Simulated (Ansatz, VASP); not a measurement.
ZnBi3 in VASP and in Ansatz

```
CELL_PARAMETERS angstrom
4.87316 0.00000 0.00000
0.00000 4.87316 0.00000
0.00000 0.00000 4.87316
ATOMIC_POSITIONS crystal
Bi 0.50000 0.50000 0.00000
Bi 0.50000 0.00000 0.50000
Bi 0.00000 0.50000 0.50000
Zn 0.00000 0.00000 0.00000
```

Alike in both runs: functional LDA; k mesh 3 × 3 × 3; occupations fermi-dirac, width 0.05 eV; no spin polarisation.

|  | VASP | Ansatz |
| --- | --- | --- |
| version | VASP 6.6.1 | Ansatz 0.2.0 |
| potentials or method | VASP PAW LDA potentials, release 64 (Bi_d, Zn) | Ansatz PAW |
| plane-wave cutoff (eV) | 520 | 420 |
| valence electrons in the cell | 57 | 57 |
| task | single point | band structure |

```csv
,VASP,Ansatz,Ansatz less VASP
gap on the k mesh at the Fermi level (eV),none,none,-
pressure (GPa),-3.6,-3.6,-0.07
```

LDA's correlation is that of Perdew and Zunger in VASP and of Perdew and Wang (1992) in Ansatz. A gap of «none» marks a metal or a gap that the smearing closes.

The k mesh is coarse, so the values compare programs but aren't converged. Neither program's run includes spin-orbit coupling.
